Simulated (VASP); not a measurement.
# HPbNO4 (P2_1/m) in VASP: settings compared

Aim: see how the results for HPbNO4 move with the level of theory and the settings. Levels: PBE0, PBE. Tasks: single point.

Program: VASP 6.6.1. These are calculated values, not measurements. Logs are shortened: lines on timing, memory, paths and dates and some standing lists are left out, and cuts for length are marked.

### Step 1. The cell of the first run

The structure is monoclinic, space group P2_1/m (No. 11). Conventional cell: a = 6.859 Å, b = 4.229 Å, c = 8.026 Å, α = 90.00°, β = 114.99°, γ = 90.00°. H (site symmetry m) has 1 O at 0.99 Å within 1.3 Å. Within 3.3 Å of Pb (site symmetry m) lie 8 O at 2.47 to 3.14 Å and 3 H at 2.95 Å and 1 N at 3.26 Å. Within 1.7 Å of N (site symmetry m) lie 3 O at 1.24 to 1.28 Å. Within 1.3 Å of O (site symmetry m) lie 1 H at 0.99 Å. O (site symmetry m) has 1 N at 1.24 Å within 1.7 Å. O (site symmetry m) has 1 N at 1.27 Å within 1.7 Å. Within 1.7 Å of O (site symmetry m) lie 1 N at 1.28 Å.

### Step 2. Single point, PBE0

The input, POSCAR:

```
HPbNO4
1.0
    6.8587700000      0.0000000000      0.0000000000
    0.0000000000      4.2286500000      0.0000000000
   -3.3910100000      0.0000000000      7.2745900000
H Pb N O
2 2 2 8
Direct
    0.2254900000      0.7500000000      0.5073000000
    0.7745100000      0.2500000000      0.4927000000
    0.3022900000      0.2500000000      0.2849400000
    0.6977100000      0.7500000000      0.7150600000
    0.2148400000      0.7500000000      0.8356700000
    0.7851600000      0.2500000000      0.1643300000
    0.3307800000      0.7500000000      0.4533800000
    0.4090900000      0.7500000000      0.8690100000
    0.1550800000      0.7500000000      0.9653700000
    0.0708300000      0.7500000000      0.6695500000
    0.6692200000      0.2500000000      0.5466100000
    0.5909100000      0.2500000000      0.1309900000
    0.8449200000      0.2500000000      0.0346300000
    0.9291700000      0.2500000000      0.3304500000
```

The input, INCAR.step1:

```
  ALGO = Normal
  EDIFF = 1E-5
  ENCUT = 520
  GGA = PE
  GGA_COMPAT = False
  ISIF = 2
  ISMEAR = -1
  KPAR = 4
  LASPH = True
  LCHARG = False
  LREAL = False
  LWAVE = True
  NBANDS = 57
  NELM = 120
  PREC = Accurate
  SIGMA = 0.05
```

The input, INCAR.step2:

```
  AEXX = 0.25
  ALGO = Normal
  EDIFF = 1E-6
  ENCUT = 520
  GGA = PE
  GGA_COMPAT = False
  ISIF = 2
  ISMEAR = -1
  ISTART = 1
  KPAR = 4
  LASPH = True
  LCHARG = False
  LHFCALC = True
  LREAL = False
  LWAVE = False
  NBANDS = 57
  NELM = 120
  PREC = Accurate
  PRECFOCK = Fast
  SIGMA = 0.05
```

The input, KPOINTS:

```
k-points
0
Gamma
  2 3 2
```

Potentials or basis: VASP PAW PBE potentials, release 64 (H, Pb_d, N, O).

Started as:

```
cat potpaw_PBE.64/H/POTCAR potpaw_PBE.64/Pb_d/POTCAR potpaw_PBE.64/N/POTCAR potpaw_PBE.64/O/POTCAR > POTCAR
cp INCAR.step1 INCAR
mpirun -np 4 vasp_std > vasp.out
cp INCAR.step2 INCAR
mpirun -np 4 vasp_std > vasp.out
```

OUTCAR:

```text
AEXX = 0.25
   EDIFF = 1E-6
   ENCUT = 520
   GGA = PE
   ISIF = 2
   ISMEAR = -1
   ISTART = 1
   LASPH = True
   LHFCALC = True
   LREAL = False
   NELM = 120
   PREC = Accurate
   PRECFOCK = Fast

 ion  position               nearest neighbor table
   1  0.225  0.750  0.507-   7 0.99
   2  0.775  0.250  0.493-  11 0.99
   3  0.302  0.250  0.285-   7 2.47   7 2.47  11 2.51  14 2.73  12 2.74  13 2.92   4 3.98   4 3.98

   4  0.698  0.750  0.715-  11 2.47  11 2.47   7 2.51  10 2.73   8 2.74   9 2.92   3 3.98   3 3.98

   5  0.215  0.750  0.836-   8 1.24   9 1.27  10 1.28
   6  0.785  0.250  0.164-  12 1.24  13 1.27  14 1.28
   7  0.331  0.750  0.453-   1 0.99   3 2.47   3 2.47   4 2.51
   8  0.409  0.750  0.869-   5 1.24   4 2.74
   9  0.155  0.750  0.965-   5 1.27   4 2.92
  10  0.071  0.750  0.670-   5 1.28   4 2.73
  11  0.669  0.250  0.547-   2 0.99   4 2.47   4 2.47   3 2.51
  12  0.591  0.250  0.131-   6 1.24   3 2.74
  13  0.845  0.250  0.035-   6 1.27   3 2.92
  14  0.929  0.250  0.330-   6 1.28   3 2.73

  LATTYP: Found a simple monoclinic cell.
 ALAT       =     6.8587700000
 B/A-ratio  =     0.6165318271
 C/A-ratio  =     1.1701982117
 COS(beta)  =    -0.4224967775

  Lattice vectors:

 A1 = (   6.8587700000,   0.0000000000,   0.0000000000)
 A2 = (   0.0000000000,   4.2286500000,   0.0000000000)
 A3 = (  -3.3910100000,   0.0000000000,   7.2745900000)

Analysis of symmetry for initial positions (statically):
=====================================================================
 Subroutine PRICEL returns:
 Original cell was already a primitive cell.

 Routine SETGRP: Setting up the symmetry group for a
 simple monoclinic supercell.

 Subroutine GETGRP returns: Found  2 space group operations
 (whereof  1 operations were pure point group operations)
 out of a pool of  4 trial point group operations.

The static configuration has the point symmetry C_1 .
 The point group associated with its full space group is C_1h.

Analysis of symmetry for dynamics (positions and initial velocities):
=====================================================================
 Subroutine PRICEL returns:
 Original cell was already a primitive cell.

 Routine SETGRP: Setting up the symmetry group for a
 simple monoclinic supercell.

 Subroutine GETGRP returns: Found  2 space group operations
 (whereof  1 operations were pure point group operations)
 out of a pool of  4 trial point group operations.

The dynamic configuration has the point symmetry C_1 .
 The point group associated with its full space group is C_1h.

 Subroutine INISYM returns: Found  2 space group operations
 (whereof  1 operations are pure point group operations),
 and found     1 'primitive' translations

----------------------------------------------------------------------------------------

                                     Primitive cell

  volume of cell :     210.9874

  direct lattice vectors                    reciprocal lattice vectors
     6.858770000  0.000000000  0.000000000     0.145798737  0.000000000  0.067963277
     0.000000000  4.228650000  0.000000000     0.000000000  0.236482092  0.000000000
    -3.391010000  0.000000000  7.274590000     0.000000000  0.000000000  0.137464792

  length of vectors
     6.858770000  4.228650000  8.026120388     0.160861054  0.236482092  0.137464792

  position of ions in fractional coordinates (direct lattice)
     0.225490000  0.750000000  0.507300000
     0.774510000  0.250000000  0.492700000
     0.302290000  0.250000000  0.284940000
     0.697710000  0.750000000  0.715060000
     0.214840000  0.750000000  0.835670000
     0.785160000  0.250000000  0.164330000
     0.330780000  0.750000000  0.453380000
     0.409090000  0.750000000  0.869010000
     0.155080000  0.750000000  0.965370000
     0.070830000  0.750000000  0.669550000
[... 34 lines left out ...]
     0.000000000  0.078827364  0.000000000     0.000000000  0.333333333  0.000000000
     0.000000000  0.000000000  0.068732396     0.000000000  0.000000000  0.500000000

  Length of vectors
     0.080430527  0.078827364  0.068732396

  Shift w.r.t. Gamma in fractional coordinates (k-lattice)
     0.000000000  0.000000000  0.000000000

 Subroutine IBZKPT returns following result:
 ===========================================

 Found      8 irreducible k-points:

 Following reciprocal coordinates:
            Coordinates               Weight
  0.000000  0.000000  0.000000      1.000000
  0.500000  0.000000  0.000000      1.000000
  0.000000  0.333333  0.000000      2.000000
  0.500000  0.333333  0.000000      2.000000
  0.000000  0.000000  0.500000      1.000000
  0.500000  0.000000  0.500000      1.000000
  0.000000  0.333333  0.500000      2.000000
  0.500000  0.333333  0.500000      2.000000
   k-points           NKPTS =      8   k-points in BZ     NKDIM =     12   number of bands    NBANDS=     57
   number of dos      NEDOS =    301   number of ions     NIONS =     14
   total plane-waves  NPLWV = 103680
   dimension x,y,z NGX =    54 NGY =   32 NGZ =   60
   dimension x,y,z NGXF=   108 NGYF=   64 NGZF=  120
   ions per type =               2   2   2   8
   NGX,Y,Z   is equivalent  to a cutoff of  13.09, 12.58, 12.43 a.u.
   NGXF,Y,Z  is equivalent  to a cutoff of  26.18, 25.16, 24.86 a.u.
 SYSTEM =  unknown system
   PREC   = accura    normal or accurate (medium, high low for compatibility)
   ISTART =      1    job   : 0-new  1-cont  2-samecut
   ICHARG =      0    charge: 1-file 2-atom 10-const
   ISPIN  =      1    spin polarized calculation?
   LNONCOLLINEAR =      F non collinear calculations
   LSORBIT =      F    spin-orbit coupling
   LASPH  =      T    aspherical Exc in radial PAW
   ENCUT  =  520.0 eV  38.22 Ry    6.18 a.u.  12.75  7.86 14.92*2*pi/ulx,y,z
   NELM   =    120;   NELMIN=  2; NELMDL=  0     # of ELM steps
   EDIFF  = 0.1E-05   stopping-criterion for ELM
   LREAL  =      F    real-space projection
   EDIFFG = 0.1E-04   stopping-criterion for IOM
   NSW    =      0    number of steps for IOM
   IBRION =     -1    ionic relax: 0-MD 1-quasi-New 2-CG
   NFREE  =      0    steps in history (QN), initial steepest desc. (CG)
   ISIF   =      2    stress and relaxation
   ISYM   =      3    0-nonsym 1-usesym 2-fastsym
   POTIM  = 0.5000    time-step for ionic-motion
   TEBEG  =    0.0;   TEEND  =   0.0 temperature during run
   PSTRESS=    0.0 pullay stress
   NELECT =      88.0000    total number of electrons
   NUPDOWN=      -1.0000    fix difference up-down
   EMIN   =  10.00;   EMAX   =-10.00  energy-range for DOS
   EFERMI =   0.00;   METHOD = LEGACY
   ISMEAR =    -1;   SIGMA  =   0.05  broadening in eV -4-tet -1-fermi 0-gaus
   EFERMI_NEDOS =   21; number of points for ismear=-14 and -15
   IALGO  =     38    algorithm
   IMIX   =      1    mixing-type and parameters
     AMIX     =   0.40;   BMIX     =  1.00
     AMIX_MAG =   1.60;   BMIX_MAG =  1.00
  volume/ion in A,a.u.               =      15.07       101.70
  Fermi-wavevector in a.u.,A,eV,Ry     =   1.223161  2.311439 20.355980  1.496122
  Thomas-Fermi vector in A             =   2.358282
   LORBIT       =      0    0 simple, 1 ext, 2 COOP (PROOUT), +10 PAW based schemes
   GGA     = PE    functional components
   LHFCALC =     T    Hartree Fock is set to
   PRECFOCK=fast      Normal, Fast or Accurate (Low or Medium for compatibility)
   ENCUT4O =  -1.0   cutoff for four orbital integrals eV
   NKREDX  =     1    reduce k-point grid by
   NKREDY  =     1    reduce k-point grid by
   NKREDZ  =     1    reduce k-point grid by
   AEXX    =    0.2500 exact exchange contribution
   HFSCREEN=    0.0000 screening length (either q_TF or 0.3 A-1)
   HFSCREENC=   0.0000 screening length for correlation (either q_TF or 0.3 A-1)
   ENCUTFOCK=  -1.0 apply spherical cutoff to Coloumb kernel
   IVDW    =     0    specifies the selected vdW correction
   LEPSILON=     F    determine dielectric tensor
   LRPA    =     F    only Hartree local field effects (RPA)
 non-spin polarized calculation
  energy-cutoff  :      520.00
  volume of cell :      210.99
 maximum number of plane-waves:      5702
 NGX is ok and might be reduce to    54
  NGX = 30; NGY = 18; NGZ = 36

 number of electron      87.9999985 magnetization

 Free energy of the ion-electron system (eV)
  ---------------------------------------------------
  ext. energy  EPLUGINS =         0.00000000
  ---------------------------------------------------
  free energy    TOTEN  =      -109.79513292 eV

  energy without entropy =     -109.79513292  energy(sigma->0) =     -109.79513292

 E-fermi :   0.2573     XC(G=0):  -6.5618

 val. band max:       -0.8820659504   @ k =   0.5000   0.0000   0.5000
 cond. band min:       4.3251732467   @ k =   0.0000   0.3333   0.5000
 fundamental gap:      5.2072391971
 Fermi energy:         0.2573245691

 k-point     1 :       0.0000    0.0000    0.0000
  band No.  band energies     occupation
      1     -28.6711      2.00000
      2     -28.6290      2.00000
      3     -22.9899      2.00000
      4     -22.8982      2.00000
      5     -22.6064      2.00000
      6     -22.5434      2.00000
[... 461 lines left out ...]
     55      10.5377      0.00000
     56      10.9455      0.00000
 [bands above 56 left out]

------------------------ aborting loop because EDIFF is reached ----------------------------------------

  FORCE on cell =-STRESS in cart. coord.  units (eV):
  Direction    XX          YY          ZZ          XY          YZ          ZX
  --------------------------------------------------------------------------------------
  -------------------------------------------------------------------------------------
  Total       -5.9956948     -1.6134265     -5.6999129      0.0000000      0.0000000      0.0579505
  in kB      -45.5295753    -12.2518947    -43.2834926      0.0000000      0.0000000      0.4400593
  external PRESSURE =     -33.6883209 kB  Pullay stress =       0.0000000 kB

 VOLUME and BASIS-vectors are now :
 -----------------------------------------------------------------------------
  energy-cutoff  :      520.00
  volume of cell :      210.99
      direct lattice vectors                 reciprocal lattice vectors
     6.858770000  0.000000000  0.000000000     0.145798737  0.000000000  0.067963277
     0.000000000  4.228650000  0.000000000     0.000000000  0.236482092  0.000000000
    -3.391010000  0.000000000  7.274590000     0.000000000  0.000000000  0.137464792

 POSITION                                       TOTAL-FORCE (eV/Angst)
 -----------------------------------------------------------------------------------
     -0.17368      3.17149      3.69040         0.427138      0.000000     -0.196349
      3.64144      1.05716      3.58419        -0.424850      0.000000      0.195231
      1.10710      1.05716      2.07282         0.041748      0.000000      0.204161
      2.36066      3.17149      5.20177        -0.041625      0.000000     -0.204448
     -1.36023      3.17149      6.07916        -0.036760      0.000000     -0.047656
      4.82799      1.05716      1.19543         0.036696      0.000000      0.047785
      0.73133      3.17149      3.29815        -0.299778      0.000000      0.181116
     -0.14097      3.17149      6.32169        -0.927976      0.000000     -0.254802
     -2.20992      3.17149      7.02267         0.649409      0.000000     -0.727647
     -1.78464      3.17149      4.87070         0.302477      0.000000      1.017391
      2.73647      1.05716      3.97636         0.297312      0.000000     -0.179576
      3.60873      1.05716      0.95290         0.928027      0.000000      0.254751
      5.67768      1.05716      0.25192        -0.649369      0.000000      0.727520
      5.25240      1.05716      2.40389        -0.302450      0.000000     -1.017476
 -----------------------------------------------------------------------------------
    total drift:                                0.000010      0.000001     -0.000007

  FREE ENERGIE OF THE ION-ELECTRON SYSTEM (eV)
  ---------------------------------------------------
  free  energy   TOTEN  =      -109.7951329163 eV

  energy  without entropy=     -109.7951329163  energy(sigma->0) =     -109.79513292
```

Wall time 15 min (4 MPI ranks of Intel Xeon Platinum 8259CL at 2.50GHz (Skylake/Cascade Lake), shared host); peak memory 0.42 GiB.

Results:

| Quantity | Value |
| --- | --- |
| Free energy | -109.7951 eV |
| Pressure | -3.4 GPa |
| Largest force | 1.061 eV/Å |
| Band gap on the k mesh | 5.21 eV (least direct gap 5.60 eV) |

Forces on the atoms (eV/Å):
```
H    0.427  0.000 -0.196
H   -0.425  0.000  0.195
Pb   0.042  0.000  0.204
Pb  -0.042  0.000 -0.204
N   -0.037  0.000 -0.048
N    0.037  0.000  0.048
O   -0.300  0.000  0.181
O   -0.928  0.000 -0.255
O    0.649  0.000 -0.728
O    0.302  0.000  1.017
O    0.297  0.000 -0.180
O    0.928  0.000  0.255
O   -0.649  0.000  0.728
O   -0.302  0.000 -1.017
```

Levels at points of the mesh, in eV from the valence-band top:
```
           k point  band 41  band 42  band 43  band 44  band 45  band 46  band 47  band 48
(0.00, 0.00, 0.00)    -1.48    -0.77    -0.69    -0.12     5.47     6.25     6.30     6.31
(0.50, 0.00, 0.00)    -1.48    -0.85    -0.80    -0.24     5.89     5.90     6.30     6.50
(0.00, 0.00, 0.50)    -1.56    -0.81    -0.68    -0.23     5.54     6.11     6.22     6.28
(0.50, 0.00, 0.50)    -1.37    -1.09    -0.74     0.00     5.70     5.84     6.03     6.31
```

Caveat: the k points lie up to 0.51 Å⁻¹ apart; the standard files for N, O and F lose accuracy on very short bonds; the PAW data sets were made with another functional, which shifts forces and pressure a little; spin-orbit coupling is left out, which moves the levels of the heavy elements.

### Step 3. Single point, PBE

The input, INCAR:

```
ALGO = Normal
EDIFF = 1E-6
ENCUT = 520
GGA = PE
ISIF = 2
ISMEAR = -1
LASPH = T
LCHARG = F
LREAL = F
LWAVE = F
NBANDS = 57
NELM = 100
PREC = Accurate
SIGMA = 0.05
```

The input, KPOINTS:

```
k-points
0
Gamma
  3 5 3
```

POSCAR, as its differences from that of step 2:

```diff
@@ -14,3 +14,3 @@
     0.7851600000      0.2500000000      0.1643300000
-    0.3307800000      0.7500000000      0.4533800000
+    0.3307800000      0.7500000000      0.4533850000
     0.4090900000      0.7500000000      0.8690100000
@@ -18,3 +18,3 @@
     0.0708300000      0.7500000000      0.6695500000
-    0.6692200000      0.2500000000      0.5466100000
+    0.6692200000      0.2500000000      0.5466150000
     0.5909100000      0.2500000000      0.1309900000
```

Potentials or basis: VASP PAW PBE potentials, release 64 (H, Pb_d, N, O).

Started as:

```
cat potpaw_PBE.64/H/POTCAR potpaw_PBE.64/Pb_d/POTCAR potpaw_PBE.64/N/POTCAR potpaw_PBE.64/O/POTCAR > POTCAR
mpirun -np 1 vasp_std > vasp.out
```

Wall time 2.2 min (1 thread of Intel Xeon 6975P-C (Granite Rapids), shared host); peak memory 0.4 GiB.

The run converged. Its results:

```yaml
Free_energy: -81.1080 eV
Pressure: 0.6 GPa
Largest_force: 0.464 eV/Å
Band_gap_on_the_k_mesh: 3.13 eV (least direct gap 3.28 eV)
```

Forces on the atoms (eV/Å):
```
H   -0.092  0.000  0.037
H    0.092  0.000 -0.037
Pb   0.009  0.000 -0.009
Pb  -0.009  0.000  0.009
N   -0.089  0.000 -0.022
N    0.089  0.000  0.022
O    0.075  0.000 -0.031
O    0.458  0.000  0.077
O   -0.242  0.000  0.260
O   -0.113  0.000 -0.315
O   -0.075  0.000  0.031
O   -0.458  0.000 -0.077
O    0.242  0.000 -0.260
O    0.113  0.000  0.315
```

Stress tensor (GPa, compression positive):
```
 1.10  0.00 -0.03
 0.00 -0.17  0.00
-0.03  0.00  0.79
```

Levels at points of the mesh, in eV from the valence-band top:
| k point | band 40 | band 41 | band 42 | band 43 | band 44 | band 45 | band 46 | band 47 | band 48 | band 49 |
| --- | --- | --- | --- | --- | --- | --- | --- | --- | --- | --- |
| (0.00, 0.00, 0.00) | -1.44 | -1.29 | -0.33 | -0.30 | -0.05 | 3.23 | 3.89 | 4.23 | 4.23 | 5.63 |

Caveat: the standard files for N, O and F lose accuracy on very short bonds; spin-orbit coupling is left out, which moves the levels of the heavy elements.
